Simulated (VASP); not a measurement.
# GaAs (I-4m2) in VASP: single point with r2SCAN

Aim: the single point of GaAs with r2SCAN.

All numbers are computed with VASP 6.6.1; they aren't measurements. Logs are shortened: lines on timing, memory, paths and dates and some standing lists are left out, and cuts for length are marked.

### Step 1. The cell of the first run

Symmetry: I-4m2, No. 119, tetragonal system. The conventional cell has a = 4.007 Å, b = 4.007 Å, c = 5.431 Å, α = 90.00°, β = 90.00°, γ = 90.00°. Within 3.2 Å of Ga (site symmetry -4m2) lie 4 As at 2.42 Å. Within 3.2 Å of As (site symmetry -4m2) lie 4 Ga at 2.42 Å.

### Step 2. Single point, r2SCAN (uniaxial x strain -4.2%)

Contents of POSCAR:

```
GaAs
1.0
    0.0000000000      2.8330850948      2.8330850948
    2.7155120634      0.0000000000      2.8330850948
    2.7155120634      2.8330850948      0.0000000000
Ga As
1 1
Direct
    0.0000000000      0.0000000000      0.0000000000
    0.2500000000      0.2500000000      0.2500000000
```

Contents of INCAR.step1:

```
SYSTEM = GaAs
PREC = Accurate
ENCUT = 520
ISMEAR = 0
SIGMA = 0.01
LREAL = .FALSE.
LASPH = .TRUE.
NELM = 100
NBANDS = 16
GGA = PE
ALGO = Normal
EDIFF = 1E-4
LWAVE = .TRUE.
LCHARG = .FALSE.
```

Contents of INCAR.step2:

```
SYSTEM = GaAs
PREC = Accurate
ENCUT = 520
EDIFF = 1E-6
ISMEAR = 0
SIGMA = 0.01
LREAL = .FALSE.
LASPH = .TRUE.
NELM = 100
ALGO = Normal
ISIF = 2
LWAVE = .FALSE.
LCHARG = .FALSE.
METAGGA = R2SCAN
LMIXTAU = .TRUE.
NBANDS = 16
ISTART = 1
```

Contents of KPOINTS:

```
regular mesh
0
G
  8 8 8
  0 0 0
```

Potentials or basis: VASP PAW PBE potentials, release 64 (Ga_d, As).

Launch:

```bash
cat potpaw_PBE.64/Ga_d/POTCAR potpaw_PBE.64/As/POTCAR > POTCAR
cp INCAR.step1 INCAR
mpirun -np 1 vasp_std > vasp.out
cp INCAR.step2 INCAR
mpirun -np 1 vasp_std > vasp.out
```

OUTCAR:

```text
SYSTEM = GaAs
   PREC = Accurate
   ENCUT = 520
   EDIFF = 1E-6
   ISMEAR = 0
   LREAL = .FALSE.
   LASPH = .TRUE.
   NELM = 100
   ISIF = 2
   METAGGA = R2SCAN
   ISTART = 1

 ion  position               nearest neighbor table
   1  0.000  0.000  0.000-   2 2.42   2 2.42   2 2.42   2 2.42
   2  0.250  0.250  0.250-   1 2.42   1 2.42   1 2.42   1 2.42

  LATTYP: Found a body centered tetragonal cell.
 ALAT       =     4.0065873644
 C/A-ratio  =     1.3555236996

  Lattice vectors:

 A1 = (  -2.7155120634,   0.0000000000,  -2.8330850948)
 A2 = (  -2.7155120634,   0.0000000000,   2.8330850948)
 A3 = (   2.7155120634,   2.8330850948,   0.0000000000)

Analysis of symmetry for initial positions (statically):
=====================================================================
 Subroutine PRICEL returns:
 Original cell was already a primitive cell.

 Routine SETGRP: Setting up the symmetry group for a
 body centered tetragonal supercell.

 Subroutine GETGRP returns: Found  8 space group operations
 (whereof  8 operations were pure point group operations)
 out of a pool of 16 trial point group operations.

The static configuration has the point symmetry D_2d.

Analysis of symmetry for dynamics (positions and initial velocities):
=====================================================================
 Subroutine PRICEL returns:
 Original cell was already a primitive cell.

 Routine SETGRP: Setting up the symmetry group for a
 body centered tetragonal supercell.

 Subroutine GETGRP returns: Found  8 space group operations
 (whereof  8 operations were pure point group operations)
 out of a pool of 16 trial point group operations.

The dynamic configuration has the point symmetry D_2d.

 Subroutine INISYM returns: Found  8 space group operations
 (whereof  8 operations are pure point group operations),
 and found     1 'primitive' translations

----------------------------------------------------------------------------------------

                                     Primitive cell

  volume of cell :      43.5914

  direct lattice vectors                    reciprocal lattice vectors
     0.000000000  2.833085095  2.833085095    -0.184127335  0.176486051  0.176486051
     2.715512063  0.000000000  2.833085095     0.184127335 -0.176486051  0.176486051
[... 77 lines left out ...]
   ISTART =      1    job   : 0-new  1-cont  2-samecut
   ICHARG =      0    charge: 1-file 2-atom 10-const
   ISPIN  =      1    spin polarized calculation?
   LNONCOLLINEAR =      F non collinear calculations
   LSORBIT =      F    spin-orbit coupling
   LASPH  =      T    aspherical Exc in radial PAW
   ENCUT  =  520.0 eV  38.22 Ry    6.18 a.u.   7.45  7.30  7.30*2*pi/ulx,y,z
   NELM   =    100;   NELMIN=  2; NELMDL=  0     # of ELM steps
   EDIFF  = 0.1E-05   stopping-criterion for ELM
   LREAL  =      F    real-space projection
   EDIFFG = 0.1E-04   stopping-criterion for IOM
   NSW    =      0    number of steps for IOM
   IBRION =     -1    ionic relax: 0-MD 1-quasi-New 2-CG
   NFREE  =      0    steps in history (QN), initial steepest desc. (CG)
   ISIF   =      2    stress and relaxation
   ISYM   =      2    0-nonsym 1-usesym 2-fastsym
   POTIM  = 0.5000    time-step for ionic-motion
   TEBEG  =    0.0;   TEEND  =   0.0 temperature during run
   PSTRESS=    0.0 pullay stress
   NELECT =      18.0000    total number of electrons
   NUPDOWN=      -1.0000    fix difference up-down
   EMIN   =  10.00;   EMAX   =-10.00  energy-range for DOS
   EFERMI =   0.00;   METHOD = LEGACY
   ISMEAR =     0;   SIGMA  =   0.01  broadening in eV -4-tet -1-fermi 0-gaus
   EFERMI_NEDOS =   21; number of points for ismear=-14 and -15
   IALGO  =     38    algorithm
   IMIX   =      4    mixing-type and parameters
     AMIX     =   0.40;   BMIX     =  1.00
     AMIX_MAG =   1.60;   BMIX_MAG =  1.00
  volume/ion in A,a.u.               =      21.80       147.08
  Fermi-wavevector in a.u.,A,eV,Ry     =   1.219079  2.303726 20.220362  1.486155
  Thomas-Fermi vector in A             =   2.354344
   LORBIT       =      0    0 simple, 1 ext, 2 COOP (PROOUT), +10 PAW based schemes
   METAGGA = R2SCAN    functional components
   LHFCALC =     F    Hartree Fock is set to
   AEXX    =    0.0000 exact exchange contribution
   IVDW    =     0    specifies the selected vdW correction
   LEPSILON=     F    determine dielectric tensor
   LRPA    =     F    only Hartree local field effects (RPA)
 non-spin polarized calculation
 Gauss-broadening in eV      SIGMA  =   0.01
  energy-cutoff  :      520.00
  volume of cell :       43.59
 maximum number of plane-waves:      1202
 NGX is ok and might be reduce to    30
   NGX = 15   NGY = 15   NGZ = 15

 number of electron      18.0000007 magnetization

 Free energy of the ion-electron system (eV)
  ---------------------------------------------------
  ext. energy  EPLUGINS =         0.00000000
  ---------------------------------------------------
  free energy    TOTEN  =       -27.02205974 eV

  energy without entropy =      -27.02205974  energy(sigma->0) =      -27.02205974

 E-fermi :   4.3095     XC(G=0): -10.4299

 val. band max:        4.1866918125   @ k =   0.0000   0.0000   0.0000
 cond. band min:       5.2992284152   @ k =   0.0000   0.0000   0.0000
 fundamental gap:      1.1125366027
 Fermi energy:         4.3095146566

 k-point     1 :       0.0000    0.0000    0.0000
  band No.  band energies     occupation
      1     -11.2819      2.00000
      2     -11.2819      2.00000
      3     -11.2715      2.00000
      4     -11.1833      2.00000
      5     -11.1761      2.00000
      6      -9.4535      2.00000
[... 433 lines left out ...]
      3     -11.2526      2.00000
      4     -11.1813      2.00000
      5     -11.1771      2.00000
      6      -8.2999      2.00000
[... 8 lines left out ...]
     15      14.5614      0.00000
     16      15.9815      0.00000

 [... further k-points ...]
[... 5 lines left out ...]
  --------------------------------------------------------------------------------------
  -------------------------------------------------------------------------------------
  Total        1.4292991      0.7079121      0.7079121      0.0000000      0.0000000      0.0000000
  in kB       52.5330630     26.0189024     26.0189024      0.0000000      0.0000000      0.0000000
  external PRESSURE =      34.8569559 kB  Pullay stress =       0.0000000 kB

 VOLUME and BASIS-vectors are now :
 -----------------------------------------------------------------------------
  energy-cutoff  :      520.00
  volume of cell :       43.59
      direct lattice vectors                 reciprocal lattice vectors
     0.000000000  2.833085095  2.833085095    -0.184127335  0.176486051  0.176486051
     2.715512063  0.000000000  2.833085095     0.184127335 -0.176486051  0.176486051
     2.715512063  2.833085095  0.000000000     0.184127335  0.176486051 -0.176486051

 POSITION                                       TOTAL-FORCE (eV/Angst)
 -----------------------------------------------------------------------------------
      0.00000      0.00000      0.00000         0.000000      0.000000      0.000000
      1.35776      1.41654      1.41654        -0.000000     -0.000000     -0.000000
 -----------------------------------------------------------------------------------
    total drift:                                0.000022     -0.000007     -0.000007

  FREE ENERGIE OF THE ION-ELECTRON SYSTEM (eV)
  ---------------------------------------------------
  free  energy   TOTEN  =       -27.0220597367 eV

  energy  without entropy=      -27.0220597367  energy(sigma->0) =      -27.02205974
```

OUTCAR.step1:

```text
SYSTEM = GaAs
   PREC = Accurate
   ENCUT = 520
   ISMEAR = 0
   LREAL = .FALSE.
   LASPH = .TRUE.
[... 679 lines left out ...]
      0.00000      0.00000      0.00000        -0.000000     -0.000000     -0.000000
      1.35776      1.41654      1.41654         0.000000      0.000000      0.000000
 -----------------------------------------------------------------------------------
    total drift:                                0.000001      0.000002      0.000002

  FREE ENERGIE OF THE ION-ELECTRON SYSTEM (eV)
  ---------------------------------------------------
  free  energy   TOTEN  =        -8.1894379444 eV

  energy  without entropy=       -8.1894379444  energy(sigma->0) =       -8.18943794
```

Wall time 2.3 min (1 thread of AMD EPYC 9R45 (Zen 5), shared host); peak memory 0.17 GiB.

Results:

| Property | Result |
| --- | --- |
| Free energy | -27.0221 eV |
| Pressure | 3.5 GPa |
| Band gap on the k mesh | 1.11 eV |

Stress tensor (GPa, compression positive):
```
5.25 0.00 0.00
0.00 2.60 0.00
0.00 0.00 2.60
```

Caveat: the cell differs from its parent crystal (uniaxial x strain -4.2%); the cell stands under pressure; the PAW data sets were made with another functional, which shifts forces and pressure a little.
